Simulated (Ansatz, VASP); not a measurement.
AlN: VASP beside Ansatz

```
Al N
1.0
     0.00000    2.01887    1.97849
     2.01887    0.00000    1.97849
     2.01887    2.01887    0.00000
Al N
1 1
Direct
  0.00000 0.00000 0.00000
  0.50000 0.50000 0.50000
```

Change from the starting cell: uniaxial_z strain -2.0%.

Alike in both runs: task single point; functional PBE; k mesh 10 × 10 × 10; occupations fermi-dirac, width 0.02 eV; no spin polarisation.

|  | VASP | Ansatz |
| --- | --- | --- |
| version | VASP 6.6.1 | Ansatz 0.2.0 |
| potentials or method | VASP PAW PBE potentials, release 64 (Al, N) | plane waves, PAW |
| plane-wave cutoff (eV) | 520 | 420 |
| valence electrons in the cell | 8 | 8 |

Ansatz gave:

* gap on the k mesh at the Fermi level (eV): 4.70
* pressure (GPa): 12.5
* traceless stress, the component that is largest in VASP (GPa): 4.64

Question: Which values does VASP return?

Answer: gap on the k mesh at the Fermi level (eV): 4.67; pressure (GPa): 12.1; traceless stress, the component that is largest in VASP (GPa): 4.63.
